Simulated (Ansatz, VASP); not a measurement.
# One calculation of GaP, two programs

```
CELL_PARAMETERS angstrom
0.00000 2.72550 2.72550
2.72550 0.00000 2.72550
2.72550 2.72550 0.00000
ATOMIC_POSITIONS crystal
Ga 0.00000 0.00000 0.00000
P 0.25000 0.25000 0.25000
```

Alike in both runs: task single point; functional r2SCAN; k mesh 10 × 10 × 10; occupations gaussian, width 0.03 eV; no spin polarisation.

|  | VASP | Ansatz |
| --- | --- | --- |
| version | VASP 6.6.1 | Ansatz 0.2.0 |
| potentials or method | VASP PAW PBE potentials, release 64 (Ga_d, P) | scalar-relativistic, plane waves, PAW |
| plane-wave cutoff (eV) | 520 | 500 |
| valence electrons in the cell | 18 | 18 |

|  | VASP | Ansatz | Ansatz less VASP |
| --- | --- | --- | --- |
| gap on the k mesh at the Fermi level (eV) | 1.86 | 1.86 | -0.008 |
| least direct gap on the mesh (eV) | 2.34 | 2.36 | +0.021 |

VASP's potentials were made for PBE, not for r2SCAN.
